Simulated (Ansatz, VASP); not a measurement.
# One calculation of PbF2, two programs

The input POSCAR:

```
PbF2
1.0
    0.0000000000      2.9089856781      2.9870808379
    2.9089856781      0.0000000000      2.9870808379
    2.9089856781      2.9089856781      0.0000000000
Pb F
1 2
Direct
    0.0000000000      0.0000000000      0.0000000000
    0.2500000000      0.2500000000      0.2500000000
    0.7500000000      0.7500000000      0.7500000000
```

INCAR.step1

```
SYSTEM = PbF2
ALGO     = Normal         ! electronic algorithm
EDIFF    = 1E-5           ! SCF threshold, eV
ENCUT    = 520            ! plane-wave cutoff, eV
GGA      = PE             ! functional
GGA_COMPAT= .False.      
ISIF     = 2              ! what is computed and relaxed
ISMEAR   = 0              ! smearing method
KPAR     = 4            
LASPH    = .True.         ! aspherical terms in the spheres
LREAL    = .False.        ! projectors in reciprocal space
LWAVE    = .True.         ! write WAVECAR
NBANDS   = 21             ! bands
NELM     = 120            ! most SCF steps
PREC     = Accurate       ! precision mode
SIGMA    = 0.01           ! smearing width, eV
```

The input INCAR.step2:

```
SYSTEM = PbF2
ALGO     = Normal         ! electronic algorithm
EDIFF    = 1E-6           ! SCF threshold, eV
ENCUT    = 520            ! plane-wave cutoff, eV
GGA      = PE             ! functional
GGA_COMPAT= .False.      
HFSCREEN = 0.2079         ! screening, 1/A
ISIF     = 2              ! what is computed and relaxed
ISMEAR   = 0              ! smearing method
ISTART   = 1            
KPAR     = 4            
LASPH    = .True.         ! aspherical terms in the spheres
LCHARG   = .True.         ! write CHGCAR
LHFCALC  = .True.         ! exact exchange
LREAL    = .False.        ! projectors in reciprocal space
LVHAR    = .True.       
LWAVE    = .False.        ! write WAVECAR
NBANDS   = 21             ! bands
NELM     = 120            ! most SCF steps
PREC     = Accurate       ! precision mode
PRECFOCK = Normal       
SIGMA    = 0.01           ! smearing width, eV
```

Contents of KPOINTS:

```
k-points
0
Gamma
  6 6 6
  0 0 0
```

Input for Ansatz:

```yaml
crystal:
  lattice:
    - [0.0, 2.9089856781, 2.9870808379]
    - [2.9089856781, 0.0, 2.9870808379]
    - [2.9089856781, 2.9089856781, 0.0]
  atoms:
    - { symbol: Pb, position: [0.0, 0.0, 0.0] }
    - { symbol: F, position: [0.25, 0.25, 0.25] }
    - { symbol: F, position: [0.75, 0.75, 0.75] }
kpoints:
  mp_grid: { grid: [6, 6, 6] }
  band_path:
    path:
      - [0.0, 0.0, 0.0]
      - [0.5, 0.0, 0.5]
      - [0.625, 0.25, 0.625]
      - [0.375, 0.375, 0.75]
      - [0.5, 0.5, 0.5]
      - [0.5, 0.25, 0.75]
      - [0.286458, -0.5, -0.213542]
      - [0.0, 0.5, 0.5]
    npoints: 1
hamiltonian:
  xc: hse06
scf:
  occupations: { method: fixed }
  n_extra_bands: 4
output:
  forces: true
  stress: true
  eigenvalues: true
```

Change from the starting cell: epitaxial_xy strain -1.2%.

Alike in both runs: task single point; functional HSE06; k mesh 6 × 6 × 6; no spin polarisation.

|  | VASP | Ansatz |
| --- | --- | --- |
| version | VASP 6.6.1 | Ansatz 0.2.0 |
| potentials or method | VASP PAW PBE potentials, release 64 (Pb_d, F) | plane waves, PAW |
| plane-wave cutoff (eV) | 520 | 420 |
| occupations | gaussian, width 0.01 eV | fixed |
| valence electrons in the cell | 28 | 28 |

|  | VASP | Ansatz | Ansatz less VASP |
| --- | --- | --- | --- |
| gap on the k mesh at the Fermi level (eV) | 5.63 | 5.63 | +0.008 |
| pressure (GPa) | 3.2 | 3.3 | +0.10 |
| traceless stress, the component that is largest in VASP (GPa) | -0.98 | -0.98 | -0.006 |

Ansatz's warnings: stress exchange threshold loose, stress scf threshold loose.

Spin-orbit coupling is off throughout.
